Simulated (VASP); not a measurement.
## Cr: single point with PBEsol

Cr:

```xyz
2
Lattice="0.0000 2.5066 2.5066 2.5066 0.0000 2.5066 2.5066 2.5066 0.0000" Properties=species:S:1:pos:R:3 pbc="T T T"
Cr    0.6266    0.6266    0.6266
Cr    4.3865    4.3865    4.3865
```

This isn't the form of Cr at room conditions, which is bcc.

* Program: VASP 6.6.1
* Task: single point
* Functional: PBEsol
* Potentials or basis: VASP PAW PBE potentials, release 64 (Cr_pv)
* Cutoff: 520 eV
* k mesh: 18 × 18 × 18
* Occupations: fermi-dirac, width 0.1 eV
* Spin: no spin polarisation
* Dipole correction: no
* Further INCAR settings: ALGO = Normal; EDIFF = 1e-06; NBANDS = 19

The pressure is 0.3 GPa. The band gap on the k mesh is zero (bands 12 and 13 overlap by 0.58 eV).

Levels at points of the mesh, in eV from the Fermi level:
| k point | band 9 | band 10 | band 11 | band 12 | band 13 | band 14 | band 15 | band 16 |
| --- | --- | --- | --- | --- | --- | --- | --- | --- |
| (0.00, 0.00, 0.00) | -1.69 | -1.11 | -1.11 | -1.11 | 1.12 | 1.12 | 1.12 | 3.30 |
| (0.50, 0.00, 0.00) | -1.59 | -1.59 | -1.16 | -1.16 | 0.02 | 1.90 | 1.90 | 2.93 |
| (0.50, 0.50, 0.00) | -1.06 | -1.06 | -0.01 | -0.01 | 0.74 | 0.74 | 3.17 | 3.17 |

Wall time 2.7 min on 1 thread of Intel Xeon 8259CL, on a shared host, peak memory 0.23 GiB.

Caveat: the PAW data sets were made with another functional, which shifts forces and pressure a little; the run has no spin polarisation, though such a crystal can be magnetic. Spin polarisation is off, so any magnetic state and its effect on volume and gap are missing.
